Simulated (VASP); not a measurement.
Crystal: NiO.

```xyz
4
Lattice="0.0000 2.0913 2.0913 2.0913 0.0000 2.0913 4.1826 4.1826 0.0000" Properties=species:S:1:pos:R:3 pbc="T T T"
Ni    0.0000    0.0000    0.0000
Ni    2.0913    2.0913    0.0000
O     2.0913    2.0913    2.0913
O     4.1826    4.1826    2.0913
```

Base run:

- Program: VASP 6.6.1
- Functional: LDA
- Potentials or basis: VASP PAW LDA potentials, release 64 (Ni, O)
- Cutoff: 520 eV
- k mesh: 8 × 8 × 8
- Occupations: gaussian, width 0.05 eV
- Spin: no spin polarisation
- Hubbard terms: Ni d U = 5.0 eV, J = 0.9 eV

Its results: band gap on the k mesh zero (band 16 reaches 7.25 eV, above the bottom of band 17 at 6.76 eV); pressure -26.9 GPa.

The run is repeated on the same cell with these changes: spin from no spin polarisation to collinear spin, antiferromagnetic start; further incar settings from ALGO = Normal; EDIFF = 1e-06; NBANDS = 24 to ALGO = Normal; EDIFF = 1e-06; NBANDS = 28. What comes out?

Band gap on the k mesh 2.60 eV; pressure -17.4 GPa; net moment 0.00 μB per cell; site moments Ni +1.62, -1.62; O +0.00 μB.

Caveats: U without spin polarisation on a metal has little footing (some runs).

A k mesh can miss the band edges.
